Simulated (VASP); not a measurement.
# H2Os3 (P-6m2) in VASP: notebook

H2Os3 is run at these levels: PBE; tasks: single point, relaxation of cell and atoms.

Program: VASP 6.6.1. These are calculated values, not measurements. Logs are shortened: lines on timing, memory, paths and dates and some standing lists are left out, and cuts for length are marked.

## (1) The cell of the first run

It takes space group P-6m2 (No. 187, hexagonal). The conventional cell has a = 2.868 Å, b = 2.868 Å, c = 6.971 Å, α = 90.00°, β = 90.00°, γ = 120.00°. Within 2.4 Å of H (site symmetry 3m) lie 6 Os at 1.83 to 2.18 Å. Os (site symmetry 3m) has 3 H at 1.83 Å within 2.4 Å. Os (site symmetry -6m2) has 6 H at 2.18 Å and 12 Os at 2.76 to 2.87 Å within 2.9 Å.

The cell was built from a structure type or drawn by symmetry, and may not be a known phase.

## (2) Single point, PBE

INCAR reads:

```
  ALGO = Normal
  EDIFF = 1E-7
  ENCUT = 520
  GGA = PE
  ISIF = 2
  ISMEAR = 0
  LASPH = True
  LCHARG = False
  LREAL = False
  LWAVE = False
  NBANDS = 21
  NELM = 100
  PREC = Accurate
  SIGMA = 0.1
```

KPOINTS reads:

```
k-points
0
Gamma
  6 6 4
```

POSCAR reads:

```
H2Os3
1.0
    2.8677554458      0.0000000000      0.0000000000
   -1.4338777229      2.4835490679      0.0000000000
    0.0000000000      0.0000000000      6.9706263089
H Os
2 3
Direct
    0.6666666667      0.3333333333      0.2038759151
    0.6666666667      0.3333333333      0.7961240849
    0.0000000000      0.0000000000      0.3172753537
    0.0000000000      0.0000000000      0.6827246463
    0.3333333333      0.6666666667      0.0000000000
```

Potentials or basis: VASP PAW PBE potentials, release 64 (H, Os).

Started as:

```sh
$ cat potpaw_PBE.64/H/POTCAR potpaw_PBE.64/Os/POTCAR > POTCAR
$ mpirun -np 1 vasp_std > vasp.out
```

OUTCAR:

```text
EDIFF = 1E-7
   ENCUT = 520
   GGA = PE
   ISIF = 2
   ISMEAR = 0
   LASPH = True
   LREAL = False
   NELM = 100
   PREC = Accurate

 ion  position               nearest neighbor table
   1  0.667  0.333  0.204-   3 1.83   3 1.83   3 1.83
   2  0.667  0.333  0.796-   4 1.83   4 1.83   4 1.83
   3  0.000  0.000  0.317-   1 1.83   1 1.83   1 1.83   4 2.55   5 2.76   5 2.76   5 2.76
   4  0.000  0.000  0.683-   2 1.83   2 1.83   2 1.83   3 2.55   5 2.76   5 2.76   5 2.76
   5  0.333  0.667  0.000-   3 2.76   4 2.76   3 2.76   4 2.76   3 2.76   4 2.76

  LATTYP: Found a hexagonal cell.
 ALAT       =     2.8677554458
 C/A-ratio  =     2.4306906362

  Lattice vectors:

 A1 = (   2.8677554458,   0.0000000000,   0.0000000000)
 A2 = (  -1.4338777229,   2.4835490679,   0.0000000000)
 A3 = (   0.0000000000,   0.0000000000,   6.9706263089)

Analysis of symmetry for initial positions (statically):
=====================================================================
 Subroutine PRICEL returns:
 Original cell was already a primitive cell.

 Routine SETGRP: Setting up the symmetry group for a
 hexagonal supercell.

 Subroutine GETGRP returns: Found 12 space group operations
 (whereof 12 operations were pure point group operations)
 out of a pool of 24 trial point group operations.

The static configuration has the point symmetry D_3h.

Analysis of symmetry for dynamics (positions and initial velocities):
=====================================================================
 Subroutine PRICEL returns:
 Original cell was already a primitive cell.

 Routine SETGRP: Setting up the symmetry group for a
 hexagonal supercell.

 Subroutine GETGRP returns: Found 12 space group operations
 (whereof 12 operations were pure point group operations)
 out of a pool of 24 trial point group operations.

The dynamic configuration has the point symmetry D_3h.

 Subroutine INISYM returns: Found 12 space group operations
 (whereof 12 operations are pure point group operations),
 and found     1 'primitive' translations

----------------------------------------------------------------------------------------

                                     Primitive cell

  volume of cell :      49.6463

  direct lattice vectors                    reciprocal lattice vectors
     2.867755446  0.000000000  0.000000000     0.348704769  0.201324792  0.000000000
    -1.433877723  2.483549068  0.000000000     0.000000000  0.402649584  0.000000000
     0.000000000  0.000000000  6.970626309     0.000000000  0.000000000  0.143459132

  length of vectors
     2.867755446  2.867755446  6.970626309     0.402649584  0.402649584  0.143459132

  position of ions in fractional coordinates (direct lattice)
     0.666666667  0.333333333  0.203875915
     0.666666667  0.333333333  0.796124085
     0.000000000  0.000000000  0.317275354
     0.000000000  0.000000000  0.682724646
     0.333333333  0.666666667  0.000000000

  ion indices of the primitive-cell ions
   primitive index   ion index
                 1           1
                 2           2
                 3           3
                 4           4
                 5           5

----------------------------------------------------------------------------------------

 KPOINTS: k-points

Automatic generation of k-mesh.
 Grid dimensions read from file:
 generate k-points for:    6    6    4

 Generating k-lattice:

  Cartesian coordinates                     Fractional coordinates (reciprocal lattice)
     0.058117461  0.033554132  0.000000000     0.166666667  0.000000000  0.000000000
     0.000000000  0.067108264  0.000000000     0.000000000  0.166666667  0.000000000
     0.000000000  0.000000000  0.035864783     0.000000000  0.000000000  0.250000000

  Length of vectors
     0.067108264  0.067108264  0.035864783

  Shift w.r.t. Gamma in fractional coordinates (k-lattice)
     0.000000000  0.000000000  0.000000000

 Subroutine IBZKPT returns following result:
 ===========================================

 Found     21 irreducible k-points:

 Following reciprocal coordinates:
            Coordinates               Weight
  0.000000  0.000000  0.000000      1.000000
  0.166667 -0.000000  0.000000      6.000000
  0.333333 -0.000000  0.000000      6.000000
  0.500000 -0.000000  0.000000      3.000000
  0.166667  0.166667  0.000000      6.000000
  0.333333  0.166667  0.000000     12.000000
[... 13 lines left out ...]
  0.333333  0.166667  0.500000     12.000000
  0.333333  0.333333  0.500000      2.000000
   k-points           NKPTS =     21   k-points in BZ     NKDIM =     21   number of bands    NBANDS=     21
   number of dos      NEDOS =    301   number of ions     NIONS =      5
   total plane-waves  NPLWV =  31104
   dimension x,y,z NGX =    24 NGY =   24 NGZ =   54
   dimension x,y,z NGXF=    48 NGYF=   48 NGZF=  108
   ions per type =               2   3
   NGX,Y,Z   is equivalent  to a cutoff of  13.91, 13.91, 12.88 a.u.
   NGXF,Y,Z  is equivalent  to a cutoff of  27.83, 27.83, 25.76 a.u.
 SYSTEM =  unknown system
   PREC   = accura    normal or accurate (medium, high low for compatibility)
   ISTART =      0    job   : 0-new  1-cont  2-samecut
   ICHARG =      2    charge: 1-file 2-atom 10-const
   ISPIN  =      1    spin polarized calculation?
   LNONCOLLINEAR =      F non collinear calculations
   LSORBIT =      F    spin-orbit coupling
   LASPH  =      T    aspherical Exc in radial PAW
   ENCUT  =  520.0 eV  38.22 Ry    6.18 a.u.   5.33  5.33 12.96*2*pi/ulx,y,z
   NELM   =    100;   NELMIN=  2; NELMDL= -5     # of ELM steps
   EDIFF  = 0.1E-06   stopping-criterion for ELM
   LREAL  =      F    real-space projection
   EDIFFG = 0.1E-05   stopping-criterion for IOM
   NSW    =      0    number of steps for IOM
   IBRION =     -1    ionic relax: 0-MD 1-quasi-New 2-CG
   NFREE  =      0    steps in history (QN), initial steepest desc. (CG)
   ISIF   =      2    stress and relaxation
   ISYM   =      2    0-nonsym 1-usesym 2-fastsym
   POTIM  = 0.5000    time-step for ionic-motion
   TEBEG  =    0.0;   TEEND  =   0.0 temperature during run
   PSTRESS=    0.0 pullay stress
   NELECT =      26.0000    total number of electrons
   NUPDOWN=      -1.0000    fix difference up-down
   EMIN   =  10.00;   EMAX   =-10.00  energy-range for DOS
   EFERMI =   0.00;   METHOD = LEGACY
   ISMEAR =     0;   SIGMA  =   0.10  broadening in eV -4-tet -1-fermi 0-gaus
   EFERMI_NEDOS =   21; number of points for ismear=-14 and -15
   IALGO  =     38    algorithm
   IMIX   =      4    mixing-type and parameters
     AMIX     =   0.40;   BMIX     =  1.00
     AMIX_MAG =   1.60;   BMIX_MAG =  1.00
  volume/ion in A,a.u.               =       9.93        67.01
  Fermi-wavevector in a.u.,A,eV,Ry     =   1.319584  2.493652 23.691853  1.741302
  Thomas-Fermi vector in A             =   2.449472
   LORBIT       =      0    0 simple, 1 ext, 2 COOP (PROOUT), +10 PAW based schemes
   GGA     = PE    functional components
   LHFCALC =     F    Hartree Fock is set to
   AEXX    =    0.0000 exact exchange contribution
   IVDW    =     0    specifies the selected vdW correction
   LEPSILON=     F    determine dielectric tensor
   LRPA    =     F    only Hartree local field effects (RPA)
 non-spin polarized calculation
 Gauss-broadening in eV      SIGMA  =   0.10
  energy-cutoff  :      520.00
  volume of cell :       49.65
 maximum number of plane-waves:      1370
 NGX is ok and might be reduce to    24
   NGX = 11   NGY = 11   NGZ = 25

 number of electron      26.0000002 magnetization

 Free energy of the ion-electron system (eV)
  ---------------------------------------------------
  ext. energy  EPLUGINS =         0.00000000
  ---------------------------------------------------
  free energy    TOTEN  =       -37.76260238 eV

  energy without entropy =      -37.74488392  energy(sigma->0) =      -37.75374315

 E-fermi :   8.3016     XC(G=0): -13.4077

 val. band max:        8.2995068475   @ k =   0.3333  -0.0000   0.2500
 cond. band min:       8.3136300709   @ k =   0.1667   0.1667   0.5000
 fundamental gap:      0.0141232235
 Fermi energy:         8.3015585411

 k-point     1 :       0.0000    0.0000    0.0000
  band No.  band energies     occupation
      1      -4.3049      2.00000
      2      -2.1358      2.00000
      3       0.5758      2.00000
      4       4.0450      2.00000
      5       4.7978      2.00000
      6       4.7978      2.00000
[... 13 lines left out ...]
     20      15.0005      0.00000
     21      19.3050      0.00000

 k-point     2 :       0.1667   -0.0000    0.0000
  band No.  band energies     occupation
      1      -3.5312      2.00000
      2      -1.6796      2.00000
      3       1.4254      2.00000
      4       3.0219      2.00000
      5       4.1392      2.00000
      6       4.1984      2.00000
[... 13 lines left out ...]
     20      15.7874      0.00000
     21      19.9961      0.00000

 k-point     3 :       0.3333   -0.0000    0.0000
  band No.  band energies     occupation
      1      -1.9687      2.00000
      2      -1.2544      2.00000
      3       1.5027      2.00000
      4       2.6084      2.00000
      5       3.5872      2.00000
      6       4.2727      2.00000
[... 13 lines left out ...]
     20      16.2645      0.00000
     21      17.3260      0.00000

 k-point     4 :       0.5000   -0.0000    0.0000
  band No.  band energies     occupation
      1      -1.3258      2.00000
      2      -1.2938      2.00000
      3       1.0836      2.00000
      4       2.4382      2.00000
      5       3.2926      2.00000
      6       4.7626      2.00000
[... 13 lines left out ...]
     20      14.8325      0.00000
     21      15.2532      0.00000

 k-point     5 :       0.1667    0.1667    0.0000
  band No.  band energies     occupation
      1      -2.3124      2.00000
      2      -1.2352      2.00000
      3       2.2736      2.00000
      4       2.7513      2.00000
      5       3.1932      2.00000
      6       4.0571      2.00000
[... 13 lines left out ...]
     20      16.4470      0.00000
     21      17.9602      0.00000

 k-point     6 :       0.3333    0.1667    0.0000
  band No.  band energies     occupation
      1      -1.1586      2.00000
      2      -1.1120      2.00000
      3       1.7975      2.00000
      4       2.7195      2.00000
      5       3.9620      2.00000
      6       4.0695      2.00000
[... 13 lines left out ...]
     20      15.1063      0.00000
     21      15.9974      0.00000

 k-point     7 :       0.3333    0.3333    0.0000
  band No.  band energies     occupation
      1      -0.9712      2.00000
      2      -0.6774      2.00000
      3       2.3632      2.00000
      4       2.9350      2.00000
      5       3.5002      2.00000
      6       4.0749      2.00000
[... 13 lines left out ...]
     20      14.9928      0.00000
     21      16.2966      0.00000
[... 219 lines left out ...]
      1      -1.8038      2.00000
      2      -1.4832      2.00000
      3       2.1221      2.00000
      4       2.6621      2.00000
      5       3.2731      2.00000
      6       3.3642      2.00000
[... 13 lines left out ...]
     20      16.3335      0.00000
     21      16.5251      0.00000

 k-point    18 :       0.5000   -0.0000    0.5000
  band No.  band energies     occupation
      1      -1.5203      2.00000
      2      -1.1571      2.00000
      3       1.6843      2.00000
      4       2.4679      2.00000
      5       2.9468      2.00000
      6       3.3154      2.00000
[... 13 lines left out ...]
     20      15.0817      0.00000
     21      15.2232      0.00000

 k-point    19 :       0.1667    0.1667    0.5000
  band No.  band energies     occupation
      1      -2.1227      2.00000
      2      -1.4755      2.00000
      3       2.7124      2.00000
      4       2.9132      2.00000
      5       3.1663      2.00000
      6       3.6098      2.00000
[... 13 lines left out ...]
     20      17.0265      0.00000
     21      17.3031      0.00000

 k-point    20 :       0.3333    0.1667    0.5000
  band No.  band energies     occupation
      1      -1.2545      2.00000
      2      -1.0390      2.00000
      3       2.2902      2.00000
      4       2.7487      2.00000
      5       3.2490      2.00000
      6       3.3845      2.00000
[... 13 lines left out ...]
     20      15.6044      0.00000
     21      16.2088      0.00000

 k-point    21 :       0.3333    0.3333    0.5000
  band No.  band energies     occupation
      1      -1.0475      2.00000
      2      -0.6084      2.00000
      3       2.6005      2.00000
      4       2.6179      2.00000
      5       3.8548      2.00000
      6       3.8757      2.00000
[... 13 lines left out ...]
     20      13.9594      0.00000
     21      14.1406      0.00000

------------------------ aborting loop because EDIFF is reached ----------------------------------------

  FORCE on cell =-STRESS in cart. coord.  units (eV):
  Direction    XX          YY          ZZ          XY          YZ          ZX
  --------------------------------------------------------------------------------------
  -------------------------------------------------------------------------------------
  Total        0.2551276      0.2551276      0.0934833     -0.0000000      0.0000000      0.0000000
  in kB        8.2334398      8.2334398      3.0168807     -0.0000000      0.0000000      0.0000000
  external PRESSURE =       6.4945868 kB  Pullay stress =       0.0000000 kB

 VOLUME and BASIS-vectors are now :
 -----------------------------------------------------------------------------
  energy-cutoff  :      520.00
  volume of cell :       49.65
      direct lattice vectors                 reciprocal lattice vectors
     2.867755446  0.000000000  0.000000000     0.348704769  0.201324792  0.000000000
    -1.433877723  2.483549068  0.000000000     0.000000000  0.402649584  0.000000000
     0.000000000  0.000000000  6.970626309     0.000000000  0.000000000  0.143459132

 POSITION                                       TOTAL-FORCE (eV/Angst)
 -----------------------------------------------------------------------------------
      1.43388      0.82785      1.42114        -0.000000      0.000000     -0.018871
      1.43388      0.82785      5.54948        -0.000000     -0.000000      0.018871
      0.00000      0.00000      2.21161         0.000000      0.000000      0.114091
      0.00000      0.00000      4.75902         0.000000      0.000000     -0.114091
     -0.00000      1.65570      0.00000         0.000000     -0.000000      0.000000
 -----------------------------------------------------------------------------------
    total drift:                                0.000000     -0.000000     -0.000000

  FREE ENERGIE OF THE ION-ELECTRON SYSTEM (eV)
  ---------------------------------------------------
  free  energy   TOTEN  =       -37.7626023793 eV

  energy  without entropy=      -37.7448839202  energy(sigma->0) =      -37.75374315
```

Run time: 15 s. Hardware: 1 thread of Intel Xeon 6975P-C (Granite Rapids), shared host; peak memory 0.18 GiB.

Results:

* Free energy: -37.7626 eV
* Pressure: 0.6 GPa
* Largest force: 0.114 eV/Å
* Band gap on the k mesh: zero (bands 13 and 14 overlap by 3.04 eV)

Forces on the atoms (eV/Å):
```
H    0.000  0.000 -0.019
H    0.000  0.000  0.019
Os   0.000  0.000  0.114
Os   0.000  0.000 -0.114
Os   0.000  0.000  0.000
```

Stress tensor (GPa, compression positive):
```
0.82 0.00 0.00
0.00 0.82 0.00
0.00 0.00 0.30
```

Caveat: the k points lie up to 0.42 Å⁻¹ apart, too coarse for converged energies and pressures of a metal; spin-orbit coupling is left out, which moves the levels of the heavy elements.

## (3) Single point, PBE

This run uses another cell than the first one, of 12.52 Å³/atom.

INCAR reads:

```
SYSTEM = H2Os3
PREC     = Accurate       ! precision mode
ENCUT    = 520            ! plane-wave cutoff, eV
EDIFF    = 1E-7           ! SCF threshold, eV
ISMEAR   = 0              ! smearing method
SIGMA    = 0.1            ! smearing width, eV
LREAL    = .FALSE.        ! projectors in reciprocal space
LASPH    = .TRUE.         ! aspherical terms in the spheres
NELM     = 100            ! most SCF steps
ALGO     = Normal         ! electronic algorithm
ISIF     = 2              ! what is computed and relaxed
LWAVE    = .FALSE.        ! write WAVECAR
LCHARG   = .FALSE.        ! write CHGCAR
GGA      = PE             ! functional
NBANDS   = 21             ! bands
```

KPOINTS reads:

```
regular mesh
0
G
  6 6 4
  0 0 0
```

POSCAR reads:

```
H2Os3
1.0
    3.2738284600      0.0000000000      0.0000000000
   -1.6369142300      2.8352186100      0.0000000000
    0.0000000000      0.0000000000      6.7425664800
H Os
2 3
Direct
    0.6666666700      0.3333333300      0.1328401700
    0.6666666700      0.3333333300      0.8671598300
    0.0000000000      0.0000000000      0.3472138900
    0.0000000000      0.0000000000      0.6527861100
    0.3333333300      0.6666666700      0.0000000000
```

Potentials or basis: VASP PAW PBE potentials, release 64 (H, Os).

Started as:

```sh
$ cat potpaw_PBE.64/H/POTCAR potpaw_PBE.64/Os/POTCAR > POTCAR
$ mpirun -np 1 vasp_std > vasp.out
```

Run time: 14 s. Hardware: 1 thread of Intel Xeon 6975P-C (Granite Rapids), shared host; peak memory 0.17 GiB.

Results (log left out):

- Free energy: -33.5871 eV
- Pressure: -19.4 GPa
- Largest force: 7.054 eV/Å
- Band gap on the k mesh: zero (bands 13 and 14 overlap by 1.74 eV)

Forces on the atoms (eV/Å):
```
H    0.000  0.000 -0.011
H    0.000  0.000  0.011
Os   0.000  0.000 -7.054
Os   0.000  0.000  7.054
Os   0.000  0.000  0.000
```

Stress tensor (GPa, compression positive):
```
-40.81   0.00   0.00
  0.00 -40.81   0.00
  0.00   0.00  23.42
```

Levels at points of the mesh, in eV from the Fermi level:
```csv
k point,band 11,band 12,band 13,band 14,band 15,band 16
"(0.00, 0.00, 0.00)",-1.88,-1.88,-1.54,-1.42,-0.33,-0.33
"(0.50, 0.00, 0.00)",-1.09,-0.35,0.21,0.75,1.29,2.07
"(0.00, 0.00, 0.50)",-1.96,-1.15,-1.15,-0.71,-0.39,-0.39
"(0.50, 0.00, 0.50)",-0.42,-0.24,0.03,0.52,0.81,0.97
```

Caveat: the k points lie up to 0.37 Å⁻¹ apart, too coarse for converged energies and pressures of a metal; spin-orbit coupling is left out, which moves the levels of the heavy elements; forces of over 1 eV/Å act on the atoms, so gaps and moduli don't describe the material at rest.

(Continued in part 2 of 3.)
